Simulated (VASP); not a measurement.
# Al3B2N (P6/mmm) in VASP: further runs, part 2 of 2

VASP 6.6.1. The steps go on from the part before.

### 3 Relaxation of cell and atoms, PBE, collinear spin, ferromagnetic start

This run uses another cell than the first one, of 11.38 Å³/atom.

Input file INCAR:

```
SYSTEM = Al3B2N
PREC     = Accurate       ! precision mode
ENCUT    = 600            ! plane-wave cutoff, eV
EDIFF    = 1E-7           ! SCF threshold, eV
ISMEAR   = 0              ! smearing method
SIGMA    = 0.1            ! smearing width, eV
LREAL    = .FALSE.        ! projectors in reciprocal space
LASPH    = .TRUE.         ! aspherical terms in the spheres
NELM     = 150            ! most SCF steps
ALGO     = Normal         ! electronic algorithm
ISIF     = 3              ! what is computed and relaxed
LWAVE    = .FALSE.        ! write WAVECAR
LCHARG   = .FALSE.        ! write CHGCAR
ISPIN    = 2              ! spin polarisation
MAGMOM   = 0 0 0 0 0 1    ! initial moments
LORBIT   = 11             ! projections on sites
GGA      = PE             ! functional
IBRION   = 2              ! ionic algorithm
NSW      = 90             ! ionic steps
EDIFFG   = -0.04          ! ionic threshold
```

Input file KPOINTS:

```
Automatic mesh
0
G
  6 6 6
  0 0 0
```

Input file POSCAR:

```
Al3B2N
1.0
    5.1533378000      0.0000000000      0.0000000000
   -2.5766689000      4.4629214500      0.0000000000
    0.0000000000      0.0000000000      2.9682005000
Al B N
3 2 1
Direct
    0.5000000000      0.0000000000      0.5000000000
    0.5000000000      0.5000000000      0.5000000000
    0.0000000000      0.5000000000      0.5000000000
    0.3333333300      0.6666666700      0.0000000000
    0.6666666700      0.3333333300      0.0000000000
    0.0000000000      0.0000000000      0.0000000000
```

Potentials or basis: VASP PAW PBE potentials, release 64 (Al, B, N).

Command:

```
$ cat potpaw_PBE.64/Al/POTCAR potpaw_PBE.64/B/POTCAR potpaw_PBE.64/N/POTCAR > POTCAR
$ mpirun -np 1 vasp_std > vasp.out
```

OUTCAR:

```text
SYSTEM = Al3B2N
   PREC = Accurate
   ENCUT = 600
   EDIFF = 1E-7
   ISMEAR = 0
   LREAL = .FALSE.
   LASPH = .TRUE.
   NELM = 150
   ISIF = 3
   ISPIN = 2
   LORBIT = 11
   GGA = PE
   IBRION = 2
   NSW = 90
   EDIFFG = -0.04

 ion  position               nearest neighbor table
   1  0.500  0.000  0.500-   4 2.10   5 2.10   4 2.10   5 2.10   2 2.58   3 2.58   2 2.58   3 2.58

   2  0.500  0.500  0.500-   4 2.10   5 2.10   4 2.10   5 2.10   3 2.58   3 2.58   1 2.58   1 2.58

   3  0.000  0.500  0.500-   4 2.10   5 2.10   4 2.10   5 2.10   2 2.58   2 2.58   1 2.58   1 2.58

   4  0.333  0.667  0.000-   3 2.10   3 2.10   1 2.10   1 2.10   2 2.10   2 2.10
   5  0.667  0.333  0.000-   3 2.10   3 2.10   1 2.10   1 2.10   2 2.10   2 2.10
   6  0.000  0.000  0.000-

  LATTYP: Found a hexagonal cell.
 ALAT       =     5.1533378000
 C/A-ratio  =     0.5759763119

  Lattice vectors:

 A1 = (   5.1533378000,   0.0000000000,   0.0000000000)
 A2 = (  -2.5766689000,   4.4629214500,   0.0000000000)
 A3 = (   0.0000000000,   0.0000000000,   2.9682005000)

Analysis of symmetry for initial positions (statically):
=====================================================================
 Subroutine PRICEL returns:
 Original cell was already a primitive cell.

 Routine SETGRP: Setting up the symmetry group for a
 hexagonal supercell.

 Subroutine GETGRP returns: Found 24 space group operations
 (whereof 24 operations were pure point group operations)
[... 451 lines left out ...]
     11       6.4053      0.00000
     12       7.3821      0.00000
[... 892 lines left out ...]
--------------------------------------- Ionic step        8  -------------------------------------------

 number of electron      20.0000000 magnetization       2.1333394

 Free energy of the ion-electron system (eV)
  ---------------------------------------------------
  ext. energy  EPLUGINS =         0.00000000
  ---------------------------------------------------
  free energy    TOTEN  =       -26.04052113 eV

  energy without entropy =      -26.02734899  energy(sigma->0) =      -26.03393506

 E-fermi :   5.4352     XC(G=0): -10.0475

 val. band max:        5.4150573260   @ k =   0.5000  -0.0000   0.1667
 cond. band min:       5.4641555897   @ k =   0.1667   0.1667   0.1667
 fundamental gap:      0.0490982637
 Fermi energy:         5.4351784211

 spin component 1

 k-point     1 :       0.0000    0.0000    0.0000
  band No.  band energies     occupation
      1      -8.5778      1.00000
      2      -5.7307      1.00000
      3      -2.9983      1.00000
      4      -0.3555      1.00000
      5      -0.3555      1.00000
      6       1.0257      1.00000
      7       1.0257      1.00000
      8       4.8629      1.00000
      9       4.9891      1.00000
     10       4.9891      1.00000
     11       6.5910      0.00000
     12       7.5502      0.00000
[... 886 lines left out ...]
  FREE ENERGIE OF THE ION-ELECTRON SYSTEM (eV)
  ---------------------------------------------------
  free  energy   TOTEN  =       -26.0405211267 eV

  energy  without entropy=      -26.0273489886  energy(sigma->0) =      -26.03393506

 reached required accuracy - stopping structural energy minimisation

 total charge

# of ion       s       p       d       tot
------------------------------------------
    1        0.397   0.365   0.000   0.762
    2        0.397   0.365   0.000   0.762
    3        0.397   0.365   0.000   0.762
    4        0.763   1.110   0.000   1.873
    5        0.763   1.110   0.000   1.873
    6        1.348   1.984   0.000   3.332
--------------------------------------------------
tot          4.063   5.299   0.000   9.362

 magnetization (x)

# of ion       s       p       d       tot
------------------------------------------
    1        0.007   0.001   0.000   0.008
    2        0.007   0.001   0.000   0.008
    3        0.007   0.001   0.000   0.008
    4        0.011   0.056   0.000   0.067
    5        0.011   0.056   0.000   0.067
    6        0.033   1.311   0.000   1.344
--------------------------------------------------
tot          0.076   1.425   0.000   1.501
```

OSZICAR:

```text
N       E                     dE             d eps       ncg     rms          rms(c)
DAV:   1     0.430288820840E+02    0.43029E+02   -0.89495E+03  1680   0.127E+03
[... 97 lines left out ...]
DAV:   4    -0.260405993058E+02    0.21713E-03   -0.30259E-03  1941   0.350E-01    0.755E-02
DAV:   5    -0.260405203637E+02    0.78942E-04   -0.28679E-04  1968   0.113E-01    0.370E-02
DAV:   6    -0.260405198946E+02    0.46911E-06   -0.74901E-05  1897   0.573E-02    0.203E-02
DAV:   7    -0.260405203231E+02   -0.42852E-06   -0.39836E-06  2096   0.127E-02    0.116E-02
DAV:   8    -0.260405210189E+02   -0.69578E-06   -0.21831E-06  1978   0.936E-03    0.301E-03
DAV:   9    -0.260405211199E+02   -0.10104E-06   -0.57388E-07  1906   0.507E-03    0.959E-04
DAV:  10    -0.260405211267E+02   -0.67727E-08   -0.48594E-08   889   0.173E-03
   8 F= -.26040521E+02 E0= -.26033935E+02  d E =-.359876E-02  mag=     2.1334
```

It took 5.7 min on 1 thread of AMD EPYC 7R13 (Zen 3), shared host; peak memory 0.23 GiB.

Results:

```
Free energy                                           : -26.0405 eV
Relaxed volume                                        : 13.53 Å³/atom
Relaxed cell                                          : a = 5.655 Å, b = 5.655 Å, c = 2.932 Å, α = 90.00°, β = 90.00°, γ = 120.00°
Space group after relaxing (to 0.1 Å)                 : P6/mmm (No. 191)
Energy gained by relaxing                             : 136.0 meV/atom
Ionic steps                                           : 8
Pressure after relaxing                               : 0.3 GPa
Net moment                                            : 2.13 μB per cell
Site moments                                          : Al +0.01; B +0.07; N +1.34 μB
Valence electrons inside the program's atomic spheres : Al 0.76; B 1.87; N 3.33
```

Step by step:
| step | energy change (eV) | largest force (eV/Å) | pressure (GPa) | volume (Å³) |
| --- | --- | --- | --- | --- |
| 1 | 0.0000 | 0.0000 | 18.76 | 68.27 |
| 2 | -0.6309 | 0.0000 | -1.67 | 82.28 |
| 3 | -0.6355 | 0.0000 | -0.35 | 80.86 |
| 4 | -0.7657 | 0.0000 | -0.67 | 81.69 |
| 5 | -0.7932 | 0.0000 | -0.80 | 82.01 |
| 6 | -0.8121 | 0.0000 | -1.13 | 82.58 |
| 7 | -0.8122 | 0.0000 | -1.10 | 82.55 |
| 8 | -0.8158 | 0.0000 | 0.30 | 81.19 |

Final structure:
```xyz
6
Lattice="5.6546 0.0000 0.0000 -2.8273 4.8970 0.0000 0.0000 0.0000 2.9322" Properties=species:S:1:pos:R:3 pbc="T T T"
Al    2.8273    0.0000    1.4661
Al    1.4136    2.4485    1.4661
Al   -1.4136    2.4485    1.4661
B     0.0000    3.2647    2.9322
B     2.8273    1.6323    0.0000
N     0.0000    0.0000    0.0000
```

Caveat: the volume moved by over 15 % at a fixed basis, so the end points are rough.
